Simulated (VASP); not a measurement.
**TiSe2: single point with PBE+U**

TiSe2:

```
Ti Se
1.0
     3.53600    0.00000    0.00000
    -1.76800    3.06227    0.00000
     0.00000    0.00000    6.00400
Ti Se
1 2
Direct
  0.00000 0.00000 0.00000
  0.33333 0.66667 0.25520
  0.66667 0.33333 0.74480
```

- Program: VASP 6.6.1
- Task: single point
- Functional: PBE
- Potentials or basis: VASP PAW PBE potentials, release 64 (Ti_sv, Se)
- Cutoff: 500 eV
- k mesh: 4 × 4 × 2
- Occupations: gaussian, width 0.01 eV
- Spin: no spin polarisation
- Hubbard terms: Ti d U = 4.0 eV
- Dipole correction: no
- Further INCAR settings: ALGO = Normal; EDIFF = 1e-06; NBANDS = 19

```yaml
Pressure: 5.0 GPa
Largest_force: 0.389 eV/Å
Band_gap_on_the_k_mesh: zero (band 12 reaches 5.36 eV, above the bottom of band 13 at 5.14 eV)
```

Forces in eV/Å, atoms in the order of the input:
```
Ti   0.000  0.000  0.000
Se   0.000  0.000  0.389
Se   0.000  0.000 -0.389
```

Stress tensor (GPa, compression positive):
```
4.45 0.00 0.00
0.00 4.45 0.00
0.00 0.00 5.99
```

Levels at points of the mesh, in eV from the Fermi level:
```
           k point  band 10  band 11  band 12  band 13  band 14  band 15
(0.00, 0.00, 0.00)    -0.05     0.21     0.21     0.64     0.64     0.89
(0.50, 0.00, 0.00)    -2.92    -2.53    -1.68     0.19     1.61     2.03
(0.00, 0.00, 0.50)    -2.50     0.00     0.00     0.63     0.63     1.42
(0.50, 0.00, 0.50)    -2.74    -1.48    -1.30    -0.01     1.59     1.99
```

Eigenvalues of the final occupation matrices:
| site | spin | trace | eigenvalues |
| --- | --- | --- | --- |
| site 1 d | 1 | 0.85 | 0.09 0.10 0.10 0.28 0.28 |
| site 1 d | 2 | 0.85 | 0.09 0.10 0.10 0.28 0.28 |

Wall time 20 s on 1 thread of Intel Xeon 8259CL, with other jobs on the host, peak memory 0.18 GiB.

Caveat: the k points lie up to 0.52 Å⁻¹ apart; this functional lacks dispersion, which binds the layers, so the pressure and a relaxed spacing across them are unreliable; U without spin polarisation on a metal has little footing.
